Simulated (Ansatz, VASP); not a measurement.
**InSe in VASP and in Ansatz**

Contents of INCAR:

```
ALGO = Normal
DIPOL = 0.5 0.5 0.415
EDIFF = 1E-7
ENCUT = 520
GGA = PE
IDIPOL = 3
ISIF = 2
ISMEAR = 0
IVDW = 12
LASPH = T
LCHARG = F
LDIPOL = T
LREAL = F
LWAVE = F
NBANDS = 48
NELM = 100
PREC = Accurate
SIGMA = 0.05
```

KPOINTS

```
k-points
0
Gamma
  9 9 1
```

POSCAR

```
InSe
1.0
    4.0266103962      0.0000000000      0.0000000000
   -2.0133051981      3.4871468942      0.0000000000
    0.0000000000      0.0000000000     28.2707105020
Se In
4 4
Direct
    0.0000000000      0.0000000000      0.1591753415
    0.0000000000      0.0000000000      0.3496677330
    0.2222222222      0.4444444444      0.4808989590
    0.2222222222      0.4444444444      0.6713913504
    0.6666666667      0.3333333333      0.2049979890
    0.6666666667      0.3333333333      0.3038451602
   -0.4444444444      0.1111111111      0.5267216065
   -0.4444444444      0.1111111111      0.6255687776
```

Input for Ansatz:

```yaml
crystal:
  lattice:
    - [4.0266103962, 0.0, 0.0]
    - [-2.0133051981, 3.4871468942, 0.0]
    - [0.0, 0.0, 28.270710502]
  atoms:
    - { symbol: Se, position: [0.0, 0.0, 0.1591753415] }
    - { symbol: In, position: [0.6666666667, 0.3333333333, 0.204997989] }
    - { symbol: In, position: [0.6666666667, 0.3333333333, 0.3038451602] }
    - { symbol: Se, position: [0.0, 0.0, 0.349667733] }
    - { symbol: Se, position: [0.2222222222, 0.4444444444, 0.480898959] }
    - { symbol: In, position: [-0.4444444444, 0.1111111111, 0.5267216065] }
    - { symbol: In, position: [-0.4444444444, 0.1111111111, 0.6255687776] }
    - { symbol: Se, position: [0.2222222222, 0.4444444444, 0.6713913504] }
basis:
  ecutwfc: 420
kpoints:
  mp_grid: { grid: [9, 9, 1] }
hamiltonian:
  xc: pbe
  pseudopotentials: { kind: paw, azcp: { folder: soft_1 } }
  dispersion: d3bj
scf:
  occupations: { method: gaussian, width: 0.05 }
output:
  forces: true
  eigenvalues: true
  write_density: true
  write_potential: true
  elf: true
  volumetric_format: npy
efield:
  axis: 3
  dipole_correction: true
  ramp_width: 0.04
```

Alike in both runs: task single point; functional PBE; dispersion D3(BJ); k mesh 9 × 9 × 1; occupations gaussian, width 0.05 eV; no spin polarisation.

```csv
,VASP,Ansatz
version,VASP 6.6.1,Ansatz 0.2.0
potentials or method,"VASP PAW PBE potentials, release 64 (Se, In_d), cutoff 520 eV","scalar-relativistic, plane waves, PAW"
valence electrons in the cell,76,116
```

|  | VASP | Ansatz | Ansatz less VASP |
| --- | --- | --- | --- |
| gap on the k mesh at the Fermi level (eV) | 1.26 | 1.27 | +0.010 |
| least direct gap on the mesh (eV) | 1.30 | 1.31 | +0.009 |
| rms of the force components (eV/Å) | 0.023 | 0.020 | -0.0031 |

VASP's potentials hold 76 valence electrons a cell and Ansatz's 116, so a difference there can come from the potentials and not from the codes. Ansatz's warnings: xc potential rough in thin density.
